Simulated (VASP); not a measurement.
Input of a VASP 6.6.1 run:

The input INCAR:

```
ALGO = Fast
EDIFF = 1E-7
ENCUT = 520
GGA = PE
ISIF = 2
ISMEAR = 0
LASPH = T
LCHARG = F
LREAL = F
LWAVE = F
NBANDS = 18
NELM = 80
PREC = Accurate
SIGMA = 0.15
```

KPOINTS

```
k-points
0
Gamma
  14 14 14
```

The input POSCAR:

```
ScAl3
1.0
    4.1614200574      0.5003466931      0.5003466931
    0.5003466931      4.1614200574      0.5003466931
    0.5003466931      0.5003466931      4.1614200574
Sc Al
1 3
Direct
    0.0000000000      0.0000000000      0.0000000000
    0.5000000000      0.0000000000      0.5000000000
    0.0000000000      0.5000000000      0.5000000000
    0.5000000000      0.5000000000      0.0000000000
```

Potentials or basis: VASP PAW PBE potentials, release 64 (Sc_sv, Al).

Launch:

```bash
$ cat potpaw_PBE.64/Sc_sv/POTCAR potpaw_PBE.64/Al/POTCAR > POTCAR
$ mpirun -np 1 vasp_std > vasp.out
```

Q: Predict the pressure.

A: 17.1 GPa.

Q: What does it give for the band gap on the k mesh?

A: Zero (bands 10 and 11 overlap by 1.82 eV).

Stress tensor (GPa, compression positive):
```
 17.08 -17.22 -17.22
-17.22  17.08 -17.22
-17.22 -17.22  17.08
```

Caveat: the cell stands under pressure.
